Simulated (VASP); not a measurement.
A run of VASP 6.6.1 is set up as follows.

INCAR

```
SYSTEM = W
PREC     = Accurate       ! precision mode
ENCUT    = 500            ! plane-wave cutoff, eV
EDIFF    = 1E-6           ! SCF threshold, eV
ISMEAR   = 0              ! smearing method
SIGMA    = 0.05           ! smearing width, eV
LREAL    = .False.        ! projectors in reciprocal space
LASPH    = .True.         ! aspherical terms in the spheres
NELM     = 120            ! most SCF steps
ALGO     = Normal         ! electronic algorithm
ISIF     = 2              ! what is computed and relaxed
LWAVE    = .False.        ! write WAVECAR
LCHARG   = .False.        ! write CHGCAR
GGA      = PE             ! functional
NBANDS   = 13             ! bands
GGA_COMPAT= .False.
```

KPOINTS

```
Automatic mesh
0
Gamma
  21 21 21
  0 0 0
```

Contents of POSCAR:

```
W
1.0
    0.0000000000      2.0094935475      2.0094935475
    2.0094935475      0.0000000000      2.0094935475
    2.0094935475      2.0094935475      0.0000000000
W
1
Direct
    0.0000000000      0.0000000000      0.0000000000
```

Potentials or basis: VASP PAW PBE potentials, release 64 (W_sv).

The run is started by

```bash
$ cat potpaw_PBE.64/W_sv/POTCAR > POTCAR
$ mpirun -np 1 vasp_std > vasp.out
```

Question: Predict the pressure.

Answer: 4.6 GPa.

Question: Estimate the band gap on the k mesh.

Answer: Zero (bands 7 and 8 overlap by 3.57 eV).

Caveat: the cell stands under pressure; spin-orbit coupling is left out, which moves the levels of the heavy elements.
